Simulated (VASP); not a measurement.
The system is Sr.

```xyz
1
Lattice="0.0000 2.9029 2.9029 2.9029 0.0000 2.9029 2.9029 2.9029 0.0000" Properties=species:S:1:pos:R:3 pbc="T T T"
Sr    0.0000    0.0000    0.0000
```

Base run:

| Property | Result |
| --- | --- |
| Program | VASP 6.6.1 |
| Functional | LDA |
| Potentials or basis | VASP PAW LDA potentials, release 64 (Sr_sv) |
| Cutoff | 500 eV |
| k mesh | 9 × 9 × 9 |
| Occupations | fermi-dirac, width 0.1 eV |
| Spin | no spin polarisation |

Its results: band gap on the k mesh 0.18 eV, indirect (least direct gap 0.19 eV); pressure 0.0 GPa.

Question: The run is repeated on the same cell with these changes: k mesh from 9 × 9 × 9 to 15 × 15 × 15. What comes out?

Answer: Band gap on the k mesh 0.09 eV, indirect (least direct gap 0.12 eV); pressure 0.0 GPa.

A k mesh can miss the band edges.
